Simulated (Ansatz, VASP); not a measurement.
# Two plane-wave programs on H

Contents of POSCAR:

```
H
1.0
   10.0000000000      0.0000000000      0.0000000000
    0.0000000000     10.0000000000      0.0000000000
    0.0000000000      0.0000000000     10.0000000000
H
2
Direct
    0.5000000000      0.5000000000      0.4580000000
    0.5000000000      0.5000000000      0.5420000000
```

INCAR.step1

```
SYSTEM = H
ALGO = Normal ; EDIFF = 1E-5
ENCUT = 400 ; GGA = PE
GGA_COMPAT = .False. ; ISIF = 2
ISMEAR = 0 ; LASPH = .True.
LCHARG = .False. ; LREAL = .False.
LWAVE = .True. ; NBANDS = 8
NELM = 120 ; NELMDL = -8
PREC = Accurate ; SIGMA = 0.02
```

The input INCAR.step2:

```
SYSTEM = H
ALGO = Normal ; EDIFF = 1E-6
ENCUT = 400 ; GGA = PE
GGA_COMPAT = .False. ; HFSCREEN = 0.2079
ISIF = 2 ; ISMEAR = 0
ISTART = 1 ; LASPH = .True.
LCHARG = .False. ; LHFCALC = .True.
LREAL = .False. ; LWAVE = .False.
NBANDS = 8 ; NELM = 120
PREC = Accurate ; PRECFOCK = Normal
SIGMA = 0.02
```

File KPOINTS:

```
k-points
0
Gamma
  1 1 1
  0 0 0
```

Input for Ansatz:

```yaml
crystal:
  lattice:
    - [10.0, 0.0, 0.0]
    - [0.0, 10.0, 0.0]
    - [0.0, 0.0, 10.0]
  atoms:
    - { symbol: H, position: [0.5, 0.5, 0.458] }
    - { symbol: H, position: [0.5, 0.5, 0.542] }
scf:
  occupations: { method: gaussian, width: 0.02 }
output:
  stress: false
  eigenvalues: true
kpoints:
  mp_grid: { grid: [1, 1, 1] }
hamiltonian:
  xc: hse06
```

Alike in both runs: task single point; functional HSE06; k mesh 1 × 1 × 1; occupations gaussian, width 0.02 eV; no spin polarisation.

|  | VASP | Ansatz |
| --- | --- | --- |
| version | VASP 6.6.1 | Ansatz 0.2.0 |
| potentials or method | VASP PAW PBE potentials, release 64 (H) | scalar-relativistic, plane waves, PAW |
| plane-wave cutoff (eV) | 400 | 420 |
| valence electrons in the cell | 2 | 2 |

```csv
,VASP,Ansatz,Ansatz less VASP
gap on the k mesh at the Fermi level (eV),10.80,10.88,+0.084
```
